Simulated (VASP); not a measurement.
Set up this calculation in VASP 6.6.1, as the native input.

* Task: density of states
* Functional: PBE
* Potentials or basis: VASP PAW PBE potentials, release 64 (Li_sv, Se)
* Cutoff: 650 eV
* k mesh: 9 × 9 × 9
* Occupations: fermi-dirac, width 0.03 eV
* Spin: no spin polarisation
* Dipole correction: no
* k mesh for the DOS: 14 × 14 × 14
* Occupations for the DOS: tetrahedron
* Further INCAR settings: ALGO = Normal; EDIFF = 1e-06; NBANDS = 13

The system is Li2Se.

```
Li Se
1.0
     0.00000    3.00250    3.00250
     3.00250    0.00000    3.00250
     3.00250    3.00250    0.00000
Li Se
2 1
Direct
  0.25000 0.25000 0.25000
  0.75000 0.75000 0.75000
  0.00000 0.00000 0.00000
```

One way to write it, as run:

POSCAR

```
Li2Se
1.0
    0.0000000000      3.0025000000      3.0025000000
    3.0025000000      0.0000000000      3.0025000000
    3.0025000000      3.0025000000      0.0000000000
Li Se
2 1
Direct
    0.2500000000      0.2500000000      0.2500000000
    0.7500000000      0.7500000000      0.7500000000
    0.0000000000      0.0000000000      0.0000000000
```

INCAR.step1

```
PREC = Accurate
ENCUT = 650
EDIFF = 1E-6
ISMEAR = -1
SIGMA = 0.03
LREAL = False
LASPH = True
NELM = 120
ALGO = Normal
ISIF = 2
LWAVE = False
LCHARG = True
GGA = PE
NBANDS = 13
GGA_COMPAT = False
NEDOS = 2001
LORBIT = 11
```

KPOINTS.step1

```
regular mesh
0
Gamma
  9 9 9
```

INCAR.step2

```
PREC = Accurate
ENCUT = 650
EDIFF = 1E-6
ISMEAR = -5
SIGMA = 0.03
LREAL = False
LASPH = True
NELM = 120
ALGO = Normal
ISIF = 2
LWAVE = False
LCHARG = False
GGA = PE
LORBIT = 11
NBANDS = 13
NEDOS = 2001
ICHARG = 11
GGA_COMPAT = False
```

KPOINTS.step2

```
regular mesh
0
Gamma
  14 14 14
```

Potentials or basis: VASP PAW PBE potentials, release 64 (Li_sv, Se).

The run is started by

```console
$ cat potpaw_PBE.64/Li_sv/POTCAR potpaw_PBE.64/Se/POTCAR > POTCAR
$ cp INCAR.step1 INCAR
$ cp KPOINTS.step1 KPOINTS
$ mpirun -np 1 vasp_std > vasp.out
$ cp INCAR.step2 INCAR
$ cp KPOINTS.step2 KPOINTS
$ mpirun -np 1 vasp_std > vasp.out
```

It gave:

```json
{
  "Valence electrons inside the program's atomic spheres": "Li 2.07; Se 3.92"
}
```

It took 58 s on 1 thread of Intel(R) Xeon(R) Platinum 8559C (Emerald Rapids), with other jobs on the host, peak memory 0.25 GiB.
